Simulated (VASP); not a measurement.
A run of VASP 6.6.1 is set up as follows.

Contents of INCAR:

```
SYSTEM = Au
ALGO = Fast
EDIFF = 1E-6
EDIFFG = -0.01
ENCUT = 600
GGA = PE
IBRION = 2
ISIF = 4
ISMEAR = 0
LASPH = .True.
LCHARG = .False.
LREAL = .False.
LWAVE = .False.
NELM = 100
NSW = 50
PREC = Accurate
SIGMA = 0.1
```

Contents of KPOINTS:

```
k-points
0
Gamma
  16 16 10
  0 0 0
```

File POSCAR:

```
Au
1.0
    1.4182378570     -2.5444158181      0.0000000000
    1.4182378570      2.5444158181      0.0000000000
    0.0000000000      0.0000000000      4.8427140310
Au
2
Direct
    0.6639514441      0.3360485559      0.2500000000
    0.3360485559      0.6639514441      0.7500000000
```

Potentials or basis: VASP PAW PBE potentials, release 64 (Au).

Command:

```bash
$ cat potpaw_PBE.64/Au/POTCAR > POTCAR
$ mpirun -np 1 vasp_std > vasp.out
```

(1) Predict the band gap on the k mesh.

Results:

(1) zero (band 11 reaches 12.98 eV, above the bottom of band 12 at 6.49 eV).

Caveat: spin-orbit coupling is left out, which moves the levels of the heavy elements.
